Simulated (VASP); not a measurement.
The system is GaSbTe4.

```xyz
6
Lattice="6.5756 0.0000 0.0000 -3.2878 5.6946 0.0000 0.0000 0.0000 4.9034" Properties=species:S:1:pos:R:3 pbc="T T T"
Ga    0.0000    0.0000    0.0000
Sb    0.0000    3.7964    0.0000
Te    3.2878    1.8982    0.0000
Te    4.8998    2.8289    2.4517
Te    1.6758    2.8289    2.4517
Te    3.2878    0.0368    2.4517
```

* Program: VASP 6.6.1
* Task: relaxation of cell and atoms
* Functional: PBE
* Potentials or basis: VASP PAW PBE potentials, release 64 (Ga_d, Sb, Te)
* Cutoff: 600 eV
* k mesh: 3 × 3 × 4
* Occupations: gaussian, width 0.1 eV
* Spin: no spin polarisation

At the start: pressure 3.9 GPa; volume 30.60 Å³/atom.

**Question.** Where does the relaxation end?

**Answer.** Over 7 steps the energy falls by 42.4 meV/atom and the volume is 33.61 Å³/atom (+9.8 %); space group P-6m2 (No. 187, to 0.05 Å).

The path:
| step | energy change (eV) | largest force (eV/Å) | pressure (GPa) | volume (Å³) |
| --- | --- | --- | --- | --- |
| 1 | 0.0000 | 0.7632 | 3.94 | 183.61 |
| 2 | -0.2239 | 0.2134 | -0.75 | 204.36 |
| 3 | -0.2308 | 0.2753 | -0.16 | 200.95 |
| 4 | -0.2510 | 0.1295 | -0.02 | 201.06 |
| 5 | -0.2541 | 0.0542 | 0.07 | 201.10 |
| 6 | -0.2541 | 0.0494 | 0.08 | 201.10 |
| 7 | -0.2546 | 0.0167 | -0.04 | 201.65 |

Final structure:
```yaml
crystal:
  lattice:
    - [6.82077, 0.00000, 0.00000]
    - [-3.41039, 5.90696, 0.00000]
    - [0.00000, 0.00000, 5.00506]
  atoms:
    - { symbol: Ga, position: [0.00000, 0.00000, 0.00000] }
    - { symbol: Sb, position: [0.33333, 0.66667, 0.00000] }
    - { symbol: Te, position: [0.66667, 0.33333, 0.00000] }
    - { symbol: Te, position: [0.00350, 0.50175, 0.50000] }
    - { symbol: Te, position: [0.49825, 0.50175, 0.50000] }
    - { symbol: Te, position: [0.49825, 0.99650, 0.50000] }
```

Caveat: the k points lie up to 0.35 Å⁻¹ apart in the final cell.
